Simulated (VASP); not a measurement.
## BP: band structure with TB-mBJ

BP:

```
CELL_PARAMETERS angstrom
0.00000 2.26900 2.26900
2.26900 0.00000 2.26900
2.26900 2.26900 0.00000
ATOMIC_POSITIONS crystal
P 0.75000 0.75000 0.75000
B 0.00000 0.00000 0.00000
```

* Program: VASP 6.6.1
* Task: band structure
* Functional: TB-mBJ
* Potentials or basis: VASP PAW PBE potentials, release 64 (P, B)
* Cutoff: 370 eV
* k mesh: 7 × 7 × 7
* Occupations: gaussian, width 0.03 eV
* Spin: no spin polarisation
* Tolerance level: standard
* Purpose: bands
* Route: KPOINTS_OPT
* Further INCAR settings: ALGO = Normal; EDIFF = 1e-06; NBANDS = 16

The band gap on the k mesh is 2.08 eV (least direct gap 4.27 eV). The band gap along the path is 2.08 eV (least direct gap 4.27 eV).

Levels at the corners of the path, in eV from the valence-band top:
```tsv
point	band 1	band 2	band 3	band 4	band 5	band 6	band 7	band 8
Γ	-15.32	0.00	0.00	0.00	4.27	4.27	4.27	8.44
X	-10.41	-8.58	-3.96	-3.96	2.19	2.52	13.66	13.66
X	-10.41	-8.58	-3.96	-3.96	2.19	2.52	13.66	13.66
W	-10.16	-8.12	-5.36	-5.18	6.17	7.45	8.24	8.50
W	-10.16	-8.12	-5.36	-5.18	6.17	7.45	8.24	8.50
K	-10.45	-8.17	-5.90	-3.36	3.01	6.83	10.97	11.91
K	-10.45	-8.17	-5.90	-3.36	3.01	6.83	10.97	11.91
Γ	-15.32	0.00	0.00	0.00	4.27	4.27	4.27	8.44
Γ	-15.32	0.00	0.00	0.00	4.27	4.27	4.27	8.44
L	-12.02	-8.83	-1.68	-1.68	4.58	5.62	5.62	11.34
L	-12.02	-8.83	-1.68	-1.68	4.58	5.62	5.62	11.34
U	-10.45	-8.17	-5.90	-3.36	3.01	6.83	10.97	11.91
U	-10.45	-8.17	-5.90	-3.36	3.01	6.83	10.97	11.91
W	-10.16	-8.12	-5.36	-5.18	6.17	7.45	8.24	8.50
W	-10.16	-8.12	-5.36	-5.18	6.17	7.45	8.24	8.50
L	-12.02	-8.83	-1.68	-1.68	4.58	5.62	5.62	11.34
L	-12.02	-8.83	-1.68	-1.68	4.58	5.62	5.62	11.34
K	-10.45	-8.17	-5.90	-3.36	3.01	6.83	10.97	11.91
U	-10.45	-8.17	-5.90	-3.36	3.01	6.83	10.97	11.91
X	-10.41	-8.58	-3.96	-3.96	2.19	2.52	13.66	13.66
```

Run time: 14 s on 1 thread of Intel(R) Xeon(R) 6975P-C (Granite Rapids), on a shared host, peak memory 0.12 GiB.
